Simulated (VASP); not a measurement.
Input of a VASP 6.6.1 run:

File INCAR:

```
PREC = Accurate
ENCUT = 520
EDIFF = 1E-6
ISMEAR = 0
SIGMA = 0.05
LREAL = False
LASPH = True
NELM = 80
ALGO = Normal
ISIF = 2
LWAVE = False
LCHARG = False
GGA = PE
NBANDS = 11
```

Contents of KPOINTS:

```
regular mesh
0
Gamma
  12 12 12
```

POSCAR

```
NaH
1.0
    0.0000000000      2.4434395487      2.4434395487
    2.4434395487      0.0000000000      2.4434395487
    2.4434395487      2.4434395487      0.0000000000
Na H
1 1
Direct
    0.0000000000      0.0000000000      0.0000000000
    0.5000000000      0.5000000000      0.5000000000
```

Potentials or basis: VASP PAW PBE potentials, release 64 (Na_pv, H).

Run with:

```console
$ cat potpaw_PBE.64/Na_pv/POTCAR potpaw_PBE.64/H/POTCAR > POTCAR
$ mpirun -np 1 vasp_std > vasp.out
```

Question: Predict the band gap on the k mesh.

Answer: 3.70 eV, indirect (least direct gap 4.54 eV).

Question: What does it give for the pressure?

Answer: -0.8 GPa.

A k mesh can miss the band edges.
